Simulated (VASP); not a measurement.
# Ge (Fm-3m) in VASP: a series of runs

Ge is run at these levels: PBE; tasks: single point.

Program: VASP 6.6.1. These are calculated values, not measurements. Logs are shortened: lines on timing, memory, paths and dates and some standing lists are left out, and cuts for length are marked.

**1. The cell of the first run**

Symmetry: Fm-3m, No. 225, cubic system. The conventional cell has a = 4.160 Å, b = 4.160 Å, c = 4.160 Å, α = 90.00°, β = 90.00°, γ = 90.00°. Within 3.9 Å of Ge (site symmetry m-3m) lie 12 Ge at 2.94 Å.

**2. Single point, PBE (volume scaled by 0.92)**

Input file INCAR:

```
SYSTEM = Ge
PREC = Accurate
ENCUT = 520
EDIFF = 1E-7
ISMEAR = -1
SIGMA = 0.1
LREAL = .False.
LASPH = .True.
NELM = 80
ALGO = Normal
ISIF = 2
LWAVE = .False.
LCHARG = .True.
GGA = PE
LELF = .True.
LVHAR = .True.
NBANDS = 13
```

Input file KPOINTS:

```
Automatic mesh
0
Gamma
  14 14 14
  0 0 0
```

Input file POSCAR:

```
Ge
1.0
    0.0000000000      2.0798922349      2.0798922349
    2.0798922349      0.0000000000      2.0798922349
    2.0798922349      2.0798922349      0.0000000000
Ge
1
Direct
    0.0000000000      0.0000000000      0.0000000000
```

Potentials or basis: VASP PAW PBE potentials, release 64 (Ge_d).

On the command line:

```
$ cat potpaw_PBE.64/Ge_d/POTCAR > POTCAR
$ mpirun -np 1 vasp_std > vasp.out
```

OUTCAR:

```text
SYSTEM = Ge
   PREC = Accurate
   ENCUT = 520
   EDIFF = 1E-7
   ISMEAR = -1
   LREAL = .False.
   LASPH = .True.
   NELM = 80
   ISIF = 2
   GGA = PE

 ion  position               nearest neighbor table
   1  0.000  0.000  0.000-

  LATTYP: Found a face centered cubic cell.
 ALAT       =     4.1597844698

  Lattice vectors:

 A1 = (   0.0000000000,   2.0798922349,   2.0798922349)
 A2 = (   2.0798922349,   0.0000000000,   2.0798922349)
 A3 = (   2.0798922349,   2.0798922349,   0.0000000000)

Analysis of symmetry for initial positions (statically):
=====================================================================
 Subroutine PRICEL returns:
 Original cell was already a primitive cell.

 Routine SETGRP: Setting up the symmetry group for a
 face centered cubic supercell.

 Subroutine GETGRP returns: Found 48 space group operations
 (whereof 48 operations were pure point group operations)
 out of a pool of 48 trial point group operations.

The static configuration has the point symmetry O_h .

Analysis of symmetry for dynamics (positions and initial velocities):
=====================================================================
 Subroutine PRICEL returns:
 Original cell was already a primitive cell.

 Routine SETGRP: Setting up the symmetry group for a
 face centered cubic supercell.

 Subroutine GETGRP returns: Found 48 space group operations
 (whereof 48 operations were pure point group operations)
 out of a pool of 48 trial point group operations.

The dynamic configuration has the point symmetry O_h .

 Subroutine INISYM returns: Found 48 space group operations
 (whereof 48 operations are pure point group operations),
 and found     1 'primitive' translations

----------------------------------------------------------------------------------------

                                     Primitive cell

  volume of cell :      17.9950

  direct lattice vectors                    reciprocal lattice vectors
     0.000000000  2.079892235  2.079892235    -0.240397070  0.240397070  0.240397070
     2.079892235  0.000000000  2.079892235     0.240397070 -0.240397070  0.240397070
     2.079892235  2.079892235  0.000000000     0.240397070  0.240397070 -0.240397070

  length of vectors
     2.941411807  2.941411807  2.941411807     0.416379940  0.416379940  0.416379940

  position of ions in fractional coordinates (direct lattice)
     0.000000000  0.000000000  0.000000000

  ion indices of the primitive-cell ions
   primitive index   ion index
                 1           1

----------------------------------------------------------------------------------------

 KPOINTS: Automatic mesh

Automatic generation of k-mesh.
 Grid dimensions read from file:
 generate k-points for:   14   14   14

 Generating k-lattice:

  Cartesian coordinates                     Fractional coordinates (reciprocal lattice)
    -0.017171219  0.017171219  0.017171219     0.071428571  0.000000000  0.000000000
     0.017171219 -0.017171219  0.017171219     0.000000000  0.071428571  0.000000000
     0.017171219  0.017171219 -0.017171219     0.000000000  0.000000000  0.071428571

  Length of vectors
     0.029741424  0.029741424  0.029741424

  Shift w.r.t. Gamma in fractional coordinates (k-lattice)
     0.000000000  0.000000000  0.000000000

 Subroutine IBZKPT returns following result:
 ===========================================

 Found    104 irreducible k-points:

 Following reciprocal coordinates:
            Coordinates               Weight
  0.000000  0.000000  0.000000      1.000000
  0.071429  0.000000  0.000000      8.000000
  0.142857  0.000000  0.000000      8.000000
  0.214286  0.000000  0.000000      8.000000
  0.285714  0.000000  0.000000      8.000000
  0.357143  0.000000  0.000000      8.000000
[... 16 lines left out ...]
  0.214286  0.142857  0.000000     24.000000
  0.285714  0.142857  0.000000     24.000000
 [... further k-points ...]
   k-points           NKPTS =    104   k-points in BZ     NKDIM =    104   number of bands    NBANDS=     13
   number of dos      NEDOS =    301   number of ions     NIONS =      1
   total plane-waves  NPLWV =  13824
   dimension x,y,z NGX =    24 NGY =   24 NGZ =   24
   dimension x,y,z NGXF=    48 NGYF=   48 NGZF=   48
   ions per type =               1
   NGX,Y,Z   is equivalent  to a cutoff of  13.56, 13.56, 13.56 a.u.
   NGXF,Y,Z  is equivalent  to a cutoff of  27.13, 27.13, 27.13 a.u.
 SYSTEM =  Ge
   PREC   = accura    normal or accurate (medium, high low for compatibility)
   ISTART =      0    job   : 0-new  1-cont  2-samecut
   ICHARG =      2    charge: 1-file 2-atom 10-const
   ISPIN  =      1    spin polarized calculation?
   LNONCOLLINEAR =      F non collinear calculations
   LSORBIT =      F    spin-orbit coupling
   LASPH  =      T    aspherical Exc in radial PAW
   ENCUT  =  520.0 eV  38.22 Ry    6.18 a.u.   5.47  5.47  5.47*2*pi/ulx,y,z
   NELM   =     80;   NELMIN=  2; NELMDL= -5     # of ELM steps
   EDIFF  = 0.1E-06   stopping-criterion for ELM
   LREAL  =      F    real-space projection
   EDIFFG = 0.1E-05   stopping-criterion for IOM
   NSW    =      0    number of steps for IOM
   IBRION =     -1    ionic relax: 0-MD 1-quasi-New 2-CG
   NFREE  =      0    steps in history (QN), initial steepest desc. (CG)
   ISIF   =      2    stress and relaxation
   ISYM   =      2    0-nonsym 1-usesym 2-fastsym
   POTIM  = 0.5000    time-step for ionic-motion
   TEBEG  =    0.0;   TEEND  =   0.0 temperature during run
   PSTRESS=    0.0 pullay stress
   NELECT =      14.0000    total number of electrons
   NUPDOWN=      -1.0000    fix difference up-down
   EMIN   =  10.00;   EMAX   =-10.00  energy-range for DOS
   EFERMI =   0.00;   METHOD = LEGACY
   ISMEAR =    -1;   SIGMA  =   0.10  broadening in eV -4-tet -1-fermi 0-gaus
   EFERMI_NEDOS =   21; number of points for ismear=-14 and -15
   IALGO  =     38    algorithm
   IMIX   =      4    mixing-type and parameters
     AMIX     =   0.40;   BMIX     =  1.00
     AMIX_MAG =   1.60;   BMIX_MAG =  1.00
  volume/ion in A,a.u.               =      18.00       121.44
  Fermi-wavevector in a.u.,A,eV,Ry     =   1.505682  2.845327 30.845485  2.267079
  Thomas-Fermi vector in A             =   2.616499
   LORBIT       =      0    0 simple, 1 ext, 2 COOP (PROOUT), +10 PAW based schemes
   GGA     = PE    functional components
   LHFCALC =     F    Hartree Fock is set to
   AEXX    =    0.0000 exact exchange contribution
   IVDW    =     0    specifies the selected vdW correction
   LEPSILON=     F    determine dielectric tensor
   LRPA    =     F    only Hartree local field effects (RPA)
 non-spin polarized calculation
  energy-cutoff  :      520.00
  volume of cell :       18.00
 maximum number of plane-waves:       531
 NGX is ok and might be reduce to    24
   NGX = 11   NGY = 11   NGZ = 11

 number of electron      13.9999990 magnetization

 Free energy of the ion-electron system (eV)
  ---------------------------------------------------
  ext. energy  EPLUGINS =         0.00000000
  ---------------------------------------------------
  free energy    TOTEN  =        -4.15981353 eV

  energy without entropy =       -4.14079079  energy(sigma->0) =       -4.15030216

 E-fermi :   7.4207     XC(G=0): -11.5361

 val. band max:        7.4005781585   @ k =  -0.4286   0.4286   0.0714
 cond. band min:       7.4355351961   @ k =   0.4286   0.3571   0.0714
 fundamental gap:      0.0349570376
 Fermi energy:         7.4206907464

 k-point     1 :       0.0000    0.0000    0.0000
  band No.  band energies     occupation
      1     -17.4209      2.00000
      2     -17.4209      2.00000
      3     -17.4209      2.00000
      4     -17.3635      2.00000
      5     -17.3635      2.00000
      6      -6.2597      2.00000
      7      16.7941      0.00000
      8      16.7942      0.00000
      9      16.7942      0.00000
     10      21.7189      0.00000
     11      21.7189      0.00000
     12      21.7189      0.00000
     13      22.6118      0.00000

 k-point     2 :       0.0714    0.0000    0.0000
  band No.  band energies     occupation
      1     -17.4208      2.00000
      2     -17.4178      2.00000
      3     -17.4178      2.00000
      4     -17.3637      2.00000
      5     -17.3637      2.00000
      6      -6.1274      2.00000
      7      15.4345      0.00000
      8      16.5739      0.00000
      9      16.5739      0.00000
     10      20.8745      0.00000
     11      22.1007      0.00000
     12      22.1007      0.00000
     13      24.5454      0.00000

 k-point     3 :       0.1429    0.0000    0.0000
  band No.  band energies     occupation
      1     -17.4210      2.00000
      2     -17.4107      2.00000
      3     -17.4107      2.00000
      4     -17.3626      2.00000
      5     -17.3626      2.00000
      6      -5.7305      2.00000
      7      12.7808      0.00000
      8      16.0846      0.00000
      9      16.0846      0.00000
     10      20.3332      0.00000
     11      22.8896      0.00000
     12      22.8896      0.00000
     13      25.6934      0.00000

 k-point     4 :       0.2143    0.0000    0.0000
  band No.  band energies     occupation
      1     -17.4216      2.00000
      2     -17.4061      2.00000
      3     -17.4061      2.00000
      4     -17.3554      2.00000
      5     -17.3554      2.00000
      6      -5.0692      2.00000
      7       9.9739      0.00000
      8      15.5650      0.00000
      9      15.5650      0.00000
     10      19.9865      0.00000
     11      22.8261      0.00000
     12      22.8261      0.00000
     13      24.7692      0.00000

 k-point     5 :       0.2857    0.0000    0.0000
  band No.  band energies     occupation
      1     -17.4229      2.00000
      2     -17.4073      2.00000
      3     -17.4073      2.00000
      4     -17.3410      2.00000
      5     -17.3410      2.00000
      6      -4.1468      2.00000
      7       7.2982      1.54574
      8      15.1316      0.00000
      9      15.1316      0.00000
     10      19.8068      0.00000
     11      21.8967      0.00000
     12      21.8967      0.00000
     13      23.5607      0.00000

 k-point     6 :       0.3571    0.0000    0.0000
  band No.  band energies     occupation
      1     -17.4246      2.00000
      2     -17.4114      2.00000
      3     -17.4114      2.00000
      4     -17.3250      2.00000
      5     -17.3250      2.00000
      6      -2.9769      2.00000
      7       4.8478      2.00000
      8      14.8227      0.00000
      9      14.8227      0.00000
     10      19.7968      0.00000
     11      21.0537      0.00000
     12      21.0537      0.00000
     13      22.5081      0.00000

 k-point     7 :       0.4286    0.0000    0.0000
  band No.  band energies     occupation
      1     -17.4260      2.00000
      2     -17.4150      2.00000
      3     -17.4150      2.00000
      4     -17.3131      2.00000
      5     -17.3131      2.00000
      6      -1.6224      2.00000
      7       2.7165      2.00000
      8      14.6424      0.00000
      9      14.6424      0.00000
     10      19.9216      0.00000
     11      20.5108      0.00000
     12      20.5108      0.00000
     13      21.7296      0.00000
[... 193 lines left out ...]
 k-point    20 :      -0.1429    0.0714    0.0000
  band No.  band energies     occupation
      1     -17.4224      2.00000
      2     -17.4061      2.00000
      3     -17.4050      2.00000
      4     -17.3683      2.00000
      5     -17.3543      2.00000
      6      -5.4218      2.00000
      7      11.9091      0.00000
      8      14.0873      0.00000
      9      16.6366      0.00000
     10      20.7065      0.00000
     11      22.4744      0.00000
     12      23.3443      0.00000
     13      24.2785      0.00000

 k-point    21 :      -0.0714    0.0714    0.0000
  band No.  band energies     occupation
      1     -17.4221      2.00000
      2     -17.4140      2.00000
      3     -17.4110      2.00000
      4     -17.3670      2.00000
      5     -17.3604      2.00000
      6      -5.9069      2.00000
      7      14.4267      0.00000
      8      14.9710      0.00000
      9      16.8521      0.00000
     10      20.6930      0.00000
     11      22.0343      0.00000
     12      23.0538      0.00000
     13      25.1684      0.00000

 k-point    22 :       0.1429    0.1429    0.0000
  band No.  band energies     occupation
      1     -17.4336      2.00000
      2     -17.3979      2.00000
      3     -17.3979      2.00000
      4     -17.3769      2.00000
      5     -17.3541      2.00000
      6      -5.5540      2.00000
      7      14.3931      0.00000
      8      14.3931      0.00000
      9      14.6958      0.00000
     10      18.1612      0.00000
     11      21.3673      0.00000
     12      25.1615      0.00000
     13      25.1615      0.00000

 k-point    23 :       0.2143    0.1429    0.0000
  band No.  band energies     occupation
      1     -17.4374      2.00000
      2     -17.3914      2.00000
      3     -17.3884      2.00000
      4     -17.3785      2.00000
      5     -17.3476      2.00000
      6      -5.0688      2.00000
      7      12.0804      0.00000
      8      13.6981      0.00000
      9      14.5308      0.00000
     10      18.0908      0.00000
     11      20.0335      0.00000
     12      25.4989      0.00000
     13      26.1402      0.00000

 k-point    24 :       0.2857    0.1429    0.0000
  band No.  band energies     occupation
      1     -17.4372      2.00000
      2     -17.3968      2.00000
      3     -17.3852      2.00000
      4     -17.3671      2.00000
      5     -17.3352      2.00000
      6      -4.3204      2.00000
      7       9.4163      0.00000
      8      13.2067      0.00000
      9      13.8682      0.00000
     10      17.9803      0.00000
     11      20.3311      0.00000
     12      25.3068      0.00000
     13      25.6598      0.00000

 [... further k-points ...]
[... 5 lines left out ...]
  --------------------------------------------------------------------------------------
  -------------------------------------------------------------------------------------
  Total        0.7280194      0.7280194      0.7280194      0.0000000     -0.0000000      0.0000000
  in kB       64.8188065     64.8188065     64.8188065      0.0000000     -0.0000000      0.0000000
  external PRESSURE =      64.8188065 kB  Pullay stress =       0.0000000 kB

 VOLUME and BASIS-vectors are now :
 -----------------------------------------------------------------------------
  energy-cutoff  :      520.00
  volume of cell :       18.00
      direct lattice vectors                 reciprocal lattice vectors
     0.000000000  2.079892235  2.079892235    -0.240397070  0.240397070  0.240397070
     2.079892235  0.000000000  2.079892235     0.240397070 -0.240397070  0.240397070
     2.079892235  2.079892235  0.000000000     0.240397070  0.240397070 -0.240397070

 POSITION                                       TOTAL-FORCE (eV/Angst)
 -----------------------------------------------------------------------------------
      0.00000      0.00000      0.00000         0.000000      0.000000      0.000000
 -----------------------------------------------------------------------------------
    total drift:                               -0.000000      0.000000     -0.000000

  FREE ENERGIE OF THE ION-ELECTRON SYSTEM (eV)
  ---------------------------------------------------
  free  energy   TOTEN  =        -4.1598135307 eV

  energy  without entropy=       -4.1407907919  energy(sigma->0) =       -4.15030216
```

Wall time 23 s (1 thread of Intel Xeon 8259CL, shared host); peak memory 0.15 GiB.

Results:

- Free energy: -4.1598 eV
- Pressure: 6.5 GPa
- Band gap on the k mesh: zero (band 7 reaches 16.79 eV, above the bottom of band 8 at 4.86 eV)

**3. Single point, PBE (volume scaled by 0.96)**

Input file INCAR:

```
PREC = Accurate
ENCUT = 520
EDIFF = 1E-7
ISMEAR = -1
SIGMA = 0.1
LREAL = False
LASPH = True
NELM = 100
ALGO = Normal
ISIF = 2
LWAVE = False
LCHARG = False
GGA = PE
NBANDS = 13
```

Input file KPOINTS:

```
regular mesh
0
Gamma
  14 14 14
```

Input file POSCAR:

```
Ge
1.0
    0.0000000000      2.1096089960      2.1096089960
    2.1096089960      0.0000000000      2.1096089960
    2.1096089960      2.1096089960      0.0000000000
Ge
1
Direct
    0.0000000000      0.0000000000      0.0000000000
```

Potentials or basis: VASP PAW PBE potentials, release 64 (Ge_d).

On the command line:

```
$ cat potpaw_PBE.64/Ge_d/POTCAR > POTCAR
$ mpirun -np 1 vasp_std > vasp.out
```

It took 23 s on 1 thread of Intel Xeon 8259CL, shared host; peak memory 0.15 GiB.

The run converged. Its results:

```yaml
Free_energy: -4.1831 eV
Pressure: 3.1 GPa
Band_gap_on_the_k_mesh: zero (band 7 reaches 15.90 eV, above the bottom of band 8 at 4.51 eV)
```

Levels at points of the mesh, in eV from the Fermi level:
```tsv
k point	band 3	band 4	band 5	band 6	band 7	band 8	band 9	band 10	band 11	band 12
(0.00, 0.00, 0.00)	-24.82	-24.77	-24.77	-13.31	8.95	8.95	8.95	14.02	14.02	14.02
(0.50, 0.00, 0.00)	-24.81	-24.72	-24.72	-7.99	-5.66	6.86	6.86	12.15	12.68	12.68
(0.50, 0.50, 0.00)	-24.72	-24.71	-24.71	-5.65	-4.39	2.57	2.57	6.36	6.63	28.18
```

(Part 1 of 2 ends here.)
